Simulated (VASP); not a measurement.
Input of a VASP 6.6.1 run:

Contents of POSCAR:

```
Hf2Pd2Se2Br2O3
1.0
    3.7261300000      0.0000000000      0.0000000000
   -1.8630600000      3.2269200000      0.0000000000
    0.0000000000      0.0000000000     17.0086700000
Hf Pd Se Br O
2 2 2 2 3
Direct
    0.6666700000      0.3333300000      0.9338500000
    0.3333300000      0.6666700000      0.0661500000
    0.0000000000      0.0000000000      0.3029800000
    0.0000000000      0.0000000000      0.6970200000
    0.3333300000      0.6666700000      0.2264900000
    0.6666700000      0.3333300000      0.7735100000
    0.6666700000      0.3333300000      0.3986200000
    0.3333300000      0.6666700000      0.6013800000
    0.3333300000      0.6666700000      0.9268900000
    0.6666700000      0.3333300000      0.0731100000
    0.0000000000      0.0000000000      0.0000000000
```

Contents of INCAR.step1:

```
SYSTEM = Hf2Pd2Se2Br2O3
ALGO = Normal
EDIFF = 1E-5
ENCUT = 520
GGA = PE
ISIF = 2
ISMEAR = -1
LASPH = .TRUE.
LREAL = .FALSE.
LUSENCCL = .FALSE.
LWAVE = .TRUE.
NBANDS = 53
NELM = 60
PREC = Accurate
SIGMA = 0.05
```

Contents of INCAR.step2:

```
SYSTEM = Hf2Pd2Se2Br2O3
AEXX = 0.25
ALGO = Normal
EDIFF = 1E-7
ENCUT = 520
GGA = PE
HFSCREEN = 0.3
ISIF = 2
ISMEAR = -1
ISTART = 1
LASPH = .TRUE.
LCHARG = .TRUE.
LELF = .TRUE.
LHFCALC = .TRUE.
LREAL = .FALSE.
LUSENCCL = .FALSE.
LVHAR = .TRUE.
LWAVE = .FALSE.
NBANDS = 53
NELM = 60
PREC = Accurate
PRECFOCK = Fast
SIGMA = 0.05
```

KPOINTS

```
k-points
0
G
  4 4 1
  0 0 0
```

Potentials or basis: VASP PAW PBE potentials, release 64 (Hf_pv, Pd, Se, Br, O).

The run is started by

```console
$ cat potpaw_PBE.64/Hf_pv/POTCAR potpaw_PBE.64/Pd/POTCAR potpaw_PBE.64/Se/POTCAR potpaw_PBE.64/Br/POTCAR potpaw_PBE.64/O/POTCAR > POTCAR
$ cp INCAR.step1 INCAR
$ mpirun -np 1 vasp_std > vasp.out
$ cp INCAR.step2 INCAR
$ mpirun -np 1 vasp_std > vasp.out
```

(1) Estimate the band gap on the k mesh.

(2) Estimate the pressure.

(3) What does it give for the largest force?

## Answers

(1) zero (bands 42 and 43 overlap by 0.48 eV).

(2) -4.5 GPa.

(3) 0.530 eV/Å.

Caveat: the k points lie up to 0.49 Å⁻¹ apart; the PAW data sets were made with another functional, which shifts forces and pressure a little; spin-orbit coupling is left out, which moves the levels of the heavy elements.
